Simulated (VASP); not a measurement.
Runs of VASP 6.6.1 on Fe2O3. The structure is that of space group Pn-3m (No. 224), or close to it. The cells are those of the table. 

```csv
cell,gap on the mesh (eV),pressure (GPa)
"a = 4.584 Å, 10 atoms",none,-11.2
"a = 4.496 Å, 10 atoms",none,(a)
"a = 4.465 Å, 10 atoms",none,6.8
"a = 4.435 Å, 10 atoms",none,12.7
"a = 4.555 Å, 10 atoms",none,(b)
```

Alike in all rows: task single point; level PBE; potentials or basis VASP PAW PBE potentials, release 64 (Fe, O); no spin polarisation; k mesh 12 × 12 × 12; cutoff (eV) 520; smearing fermi-dirac 0.0612256 eV.

Question: Estimate the missing entries.

Answer: (a) 1.5; (b) -7.4.

Caveats: the run has no spin polarisation, though such a crystal can be magnetic; semilocal functionals often make such compounds metallic where correlation or magnetic order opens a gap, which also shifts bond lengths.

A gap of «none» marks levels without a gap at the run's occupations.
